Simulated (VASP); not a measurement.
# Sn2HO2 in VASP: single point with PBE+D3(BJ)

Aim: the single point of Sn2HO2 with PBE+D3(BJ).

Program: VASP 6.6.1. These are calculated values, not measurements. Logs are shortened: lines on timing, memory, paths and dates and some standing lists are left out, and cuts for length are marked.

### Step 1. The cell of the first run

The cell holds a slab with vacuum, 5 atoms: a = 3.820 Å, b = 3.820 Å, c = 17.863 Å, α = 90.00°, β = 90.00°, γ = 90.00°.

### Step 2. Single point, PBE+D3(BJ), collinear spin

INCAR reads:

```
ALGO     = Normal         # electronic algorithm
DIPOL    = 0.5 0.5 0.317
EDIFF    = 1E-7           # SCF threshold, eV
ENCUT    = 520            # plane-wave cutoff, eV
GGA      = PE             # functional
IDIPOL   = 3            
ISIF     = 2              # what is computed and relaxed
ISMEAR   = 0              # smearing method
ISPIN    = 2              # spin polarisation
IVDW     = 12             # dispersion correction
LASPH    = T              # aspherical terms in the spheres
LCHARG   = F              # write CHGCAR
LDIPOL   = T            
LORBIT   = 11             # projections on sites
LREAL    = F              # projectors in reciprocal space
LWAVE    = F              # write WAVECAR
MAGMOM   = 0 0 0 0 1      # initial moments
NBANDS   = 32             # bands
NELM     = 150            # most SCF steps
PREC     = Accurate       # precision mode
SIGMA    = 0.05           # smearing width, eV
```

KPOINTS reads:

```
k-points
0
Gamma
  7 7 1
```

POSCAR reads:

```
Sn2HO2
1.0
    3.8201633739      0.0000000000      0.0000000000
    0.0000000000      3.8201633739      0.0000000000
    0.0000000000      0.0000000000     17.8630408312
Sn O H
2 2 1
Direct
    0.7500000000      0.2500000000      0.2239260402
    0.2500000000      0.7500000000      0.3562126343
    0.2500000000      0.2500000000      0.2900693373
    0.7500000000      0.7500000000      0.2900693373
    0.3750000000      1.1250000000      0.4234010869
```

Potentials or basis: VASP PAW PBE potentials, release 64 (Sn_d, O, H).

Run with:

```bash
$ cat potpaw_PBE.64/Sn_d/POTCAR potpaw_PBE.64/O/POTCAR potpaw_PBE.64/H/POTCAR > POTCAR
$ mpirun -np 1 vasp_std > vasp.out
```

OUTCAR:

```text
EDIFF = 1E-7
   ENCUT = 520
   GGA = PE
   ISIF = 2
   ISMEAR = 0
   ISPIN = 2
   IVDW = 12
   LASPH = T
   LORBIT = 11
   LREAL = F
   NELM = 150
   PREC = Accurate
 IVDW          = 12

 ion  position               nearest neighbor table
   1  0.750  0.250  0.224-   3 2.25   4 2.25   4 2.25   3 2.25   2 3.59   2 3.59   2 3.59   2 3.59

   2  0.250  0.750  0.356-   5 1.93   4 2.25   3 2.25   3 2.25   4 2.25   1 3.59   1 3.59   1 3.59
                             1 3.59
   3  0.250  0.250  0.290-   2 2.25   2 2.25   1 2.25   1 2.25
   4  0.750  0.750  0.290-   2 2.25   2 2.25   1 2.25   1 2.25
   5  0.375  0.125  0.423-   2 1.93

  LATTYP: Found a simple tetragonal cell.
 ALAT       =     3.8201633739
 C/A-ratio  =     4.6759887164

  Lattice vectors:

 A1 = (   3.8201633739,   0.0000000000,   0.0000000000)
 A2 = (   0.0000000000,   3.8201633739,   0.0000000000)
 A3 = (   0.0000000000,   0.0000000000,  17.8630408312)

Analysis of symmetry for initial positions (statically):
=====================================================================
 Subroutine PRICEL returns:
 Original cell was already a primitive cell.

 Routine SETGRP: Setting up the symmetry group for a
 simple tetragonal supercell.

 Subroutine GETGRP returns: Found  1 space group operations
 (whereof  1 operations were pure point group operations)
 out of a pool of 16 trial point group operations.

The static configuration has the point symmetry C_1 .

Analysis of symmetry for dynamics (positions and initial velocities):
=====================================================================
 Subroutine PRICEL returns:
 Original cell was already a primitive cell.

 Routine SETGRP: Setting up the symmetry group for a
 simple tetragonal supercell.

 Subroutine GETGRP returns: Found  1 space group operations
 (whereof  1 operations were pure point group operations)
 out of a pool of 16 trial point group operations.

The dynamic configuration has the point symmetry C_1 .

Analysis of structural, dynamic, and magnetic symmetry:
=====================================================================
 Subroutine PRICEL returns:
 Original cell was already a primitive cell.

 Routine SETGRP: Setting up the symmetry group for a
 simple tetragonal supercell.

 Subroutine GETGRP returns: Found  1 space group operations
 (whereof  1 operations were pure point group operations)
 out of a pool of 16 trial point group operations.

The overall configuration has the point symmetry C_1 .

 Subroutine INISYM returns: Found  1 space group operations
 (whereof  1 operations are pure point group operations),
 and found     1 'primitive' translations

----------------------------------------------------------------------------------------

                                     Primitive cell

  volume of cell :     260.6869

  direct lattice vectors                    reciprocal lattice vectors
     3.820163374  0.000000000  0.000000000     0.261768909  0.000000000  0.000000000
     0.000000000  3.820163374  0.000000000     0.000000000  0.261768909  0.000000000
     0.000000000  0.000000000 17.863040831     0.000000000  0.000000000  0.055981510

  length of vectors
     3.820163374  3.820163374 17.863040831     0.261768909  0.261768909  0.055981510

  position of ions in fractional coordinates (direct lattice)
     0.750000000  0.250000000  0.223926040
     0.250000000  0.750000000  0.356212634
     0.250000000  0.250000000  0.290069337
     0.750000000  0.750000000  0.290069337
     0.375000000  0.125000000  0.423401087

  ion indices of the primitive-cell ions
   primitive index   ion index
                 1           1
                 2           2
                 3           3
                 4           4
                 5           5

----------------------------------------------------------------------------------------

 KPOINTS: k-points

[... 28 lines left out ...]
  0.000000  0.285714  0.000000      2.000000
  0.428571  0.000000  0.000000      2.000000
[... 16 lines left out ...]
  0.285714  0.428571  0.000000      2.000000
  0.428571  0.428571  0.000000      2.000000
   k-points           NKPTS =     25   k-points in BZ     NKDIM =     25   number of bands    NBANDS=     32
   number of dos      NEDOS =    301   number of ions     NIONS =      5
   total plane-waves  NPLWV = 109760
   dimension x,y,z NGX =    28 NGY =   28 NGZ =  140
   dimension x,y,z NGXF=    56 NGYF=   56 NGZF=  280
   ions per type =               2   2   1
   NGX,Y,Z   is equivalent  to a cutoff of  12.19, 12.19, 13.03 a.u.
   NGXF,Y,Z  is equivalent  to a cutoff of  24.37, 24.37, 26.06 a.u.
 SYSTEM =  unknown system
   PREC   = accura    normal or accurate (medium, high low for compatibility)
   ISTART =      0    job   : 0-new  1-cont  2-samecut
   ICHARG =      2    charge: 1-file 2-atom 10-const
   ISPIN  =      2    spin polarized calculation?
   LNONCOLLINEAR =      F non collinear calculations
   LSORBIT =      F    spin-orbit coupling
   LASPH  =      T    aspherical Exc in radial PAW
   ENCUT  =  520.0 eV  38.22 Ry    6.18 a.u.   7.10  7.10 33.21*2*pi/ulx,y,z
   NELM   =    150;   NELMIN=  2; NELMDL= -5     # of ELM steps
   EDIFF  = 0.1E-06   stopping-criterion for ELM
   LREAL  =      F    real-space projection
   EDIFFG = 0.1E-05   stopping-criterion for IOM
   NSW    =      0    number of steps for IOM
   IBRION =     -1    ionic relax: 0-MD 1-quasi-New 2-CG
   NFREE  =      0    steps in history (QN), initial steepest desc. (CG)
   ISIF   =      2    stress and relaxation
   ISYM   =      2    0-nonsym 1-usesym 2-fastsym
   POTIM  = 0.5000    time-step for ionic-motion
   TEBEG  =    0.0;   TEEND  =   0.0 temperature during run
   PSTRESS=    0.0 pullay stress
   NELECT =      41.0000    total number of electrons
   NUPDOWN=      -1.0000    fix difference up-down
   EMIN   =  10.00;   EMAX   =-10.00  energy-range for DOS
   EFERMI =   0.00;   METHOD = LEGACY
   ISMEAR =     0;   SIGMA  =   0.05  broadening in eV -4-tet -1-fermi 0-gaus
   EFERMI_NEDOS =   21; number of points for ismear=-14 and -15
   IALGO  =     38    algorithm
   IMIX   =      4    mixing-type and parameters
     AMIX     =   0.40;   BMIX     =  1.00
     AMIX_MAG =   1.60;   BMIX_MAG =  1.00
  volume/ion in A,a.u.               =      52.14       351.84
  Fermi-wavevector in a.u.,A,eV,Ry     =   0.883683  1.669918 10.624723  0.780895
  Thomas-Fermi vector in A             =   2.004482
   LORBIT       =     11    0 simple, 1 ext, 2 COOP (PROOUT), +10 PAW based schemes
   GGA     = PE    functional components
   LHFCALC =     F    Hartree Fock is set to
   AEXX    =    0.0000 exact exchange contribution
   IVDW    =    12    specifies the selected vdW correction
   LEPSILON=     F    determine dielectric tensor
   LRPA    =     F    only Hartree local field effects (RPA)
 spin polarized calculation
 Gauss-broadening in eV      SIGMA  =   0.05
  energy-cutoff  :      520.00
  volume of cell :      260.69
 maximum number of plane-waves:      7046
   NGX = 15   NGY = 15   NGZ = 67

 dipolmoment           0.000000      0.000000     -0.015635 electrons x Angstroem

 number of electron      40.9999984 magnetization       0.0061880

 dipolmoment           0.000000      0.000000      0.062896 electrons x Angstroem

 Free energy of the ion-electron system (eV)
  ---------------------------------------------------
  ext. energy  EPLUGINS =         0.00000000
  ---------------------------------------------------
  free energy    TOTEN  =       -24.46495321 eV

  energy without entropy =      -24.46237832  energy(sigma->0) =      -24.46366576

 E-fermi :  -1.0525     XC(G=0):  -3.6737

 val. band max:       -1.0715696860   @ k =  -0.1429   0.2857   0.0000
 cond. band min:      -1.0496661510   @ k =  -0.4286   0.2857   0.0000
 fundamental gap:      0.0219035349
 Fermi energy:        -1.0524917022

 spin component 1

 k-point     1 :       0.0000    0.0000    0.0000
  band No.  band energies     occupation
      1     -23.2244      1.00000
      2     -22.9385      1.00000
      3     -22.8968      1.00000
      4     -22.8571      1.00000
      5     -22.8431      1.00000
      6     -22.8124      1.00000
[... 829 lines left out ...]
     31       7.0371      0.00000
     32       7.3201      0.00000

 [... further k-points ...]

 spin component 2

 k-point     1 :       0.0000    0.0000    0.0000
  band No.  band energies     occupation
      1     -23.2240      1.00000
      2     -22.9380      1.00000
      3     -22.8963      1.00000
      4     -22.8567      1.00000
      5     -22.8426      1.00000
      6     -22.8121      1.00000
[... 829 lines left out ...]
     31       7.0487      0.00000
     32       7.3369      0.00000

 [... further k-points ...]

------------------------ aborting loop because EDIFF is reached ----------------------------------------

 vacuum level on the upper side and lower side of the slab       (xc-potential included)         0.391        -0.371

 Edisp (eV)   -0.61057

 E8    (eV) :    -0.2670

  FORCE on cell =-STRESS in cart. coord.  units (eV):
  Direction    XX          YY          ZZ          XY          YZ          ZX
  --------------------------------------------------------------------------------------
  -------------------------------------------------------------------------------------
  Total      -1.11424    -1.32852     0.65761    -0.14891     0.45040     0.02594
  in kB      -6.84807    -8.16506     4.04169    -0.91522     2.76816     0.15941
  external pressure =       -3.66 kB  Pullay stress =        0.00 kB

 VOLUME and BASIS-vectors are now :
 -----------------------------------------------------------------------------
  energy-cutoff  :      520.00
  volume of cell :      260.69
      direct lattice vectors                 reciprocal lattice vectors
     3.820163374  0.000000000  0.000000000     0.261768909  0.000000000  0.000000000
     0.000000000  3.820163374  0.000000000     0.000000000  0.261768909  0.000000000
     0.000000000  0.000000000 17.863040831     0.000000000  0.000000000  0.055981510

 POSITION                                       TOTAL-FORCE (eV/Angst)
 -----------------------------------------------------------------------------------
      2.86512      0.95504      4.00000         0.016330     -0.053129     -0.002100
      0.95504      2.86512      6.36304         0.386308     -0.165746      0.609018
      0.95504      0.95504      5.18152        -0.194122     -0.148499     -0.985189
      2.86512      2.86512      5.18152        -0.035860      0.122306      0.371271
      1.43256      0.47752      7.56323        -0.172656      0.245068      0.007000
 -----------------------------------------------------------------------------------
    total drift:                                0.000005     -0.000009      0.001346

  FREE ENERGIE OF THE ION-ELECTRON SYSTEM (eV)
  ---------------------------------------------------
  free  energy   TOTEN  =       -25.0755196153 eV

  energy  without entropy=      -25.0729447256  energy(sigma->0) =      -25.07423217

 vacuum level on the upper side and lower side of the slab         3.536         2.707

 total charge

# of ion       s       p       d       tot
------------------------------------------
    1        1.278   0.766  10.055  12.099
    2        1.155   0.836  10.092  12.082
    3        1.579   3.427   0.000   5.006
    4        1.578   3.414   0.000   4.993
    5        0.470   0.006   0.000   0.476
--------------------------------------------------
tot          6.060   8.450  20.146  34.657

 magnetization (x)

# of ion       s       p       d       tot
------------------------------------------
    1        0.000   0.000   0.000   0.000
    2        0.001   0.000   0.000   0.002
    3        0.000   0.001   0.000   0.001
    4        0.000   0.000   0.000   0.000
    5        0.001   0.000   0.000   0.001
--------------------------------------------------
tot          0.002   0.001   0.000   0.004
```

It took 6.5 min on 1 thread of Intel Xeon 6975P-C (Granite Rapids), shared host; peak memory 0.57 GiB.

What came out:

| Property | Result |
| --- | --- |
| Free energy | -25.0755 eV |
| Largest force | 1.015 eV/Å |
| Net moment | 0.01 μB per cell |
| Valence electrons inside the program's atomic spheres | Sn 12.10, 12.08; O 5.01, 4.99; H 0.48 |
| Dispersion energy per atom | -0.122 eV |

Forces in eV/Å, atoms in the order of the input:
```
Sn   0.016 -0.053 -0.002
Sn   0.386 -0.166  0.609
O   -0.194 -0.148 -0.985
O   -0.036  0.122  0.371
H   -0.173  0.245  0.007
```

Caveat: spin-orbit coupling is left out, which moves the levels of the heavy elements.
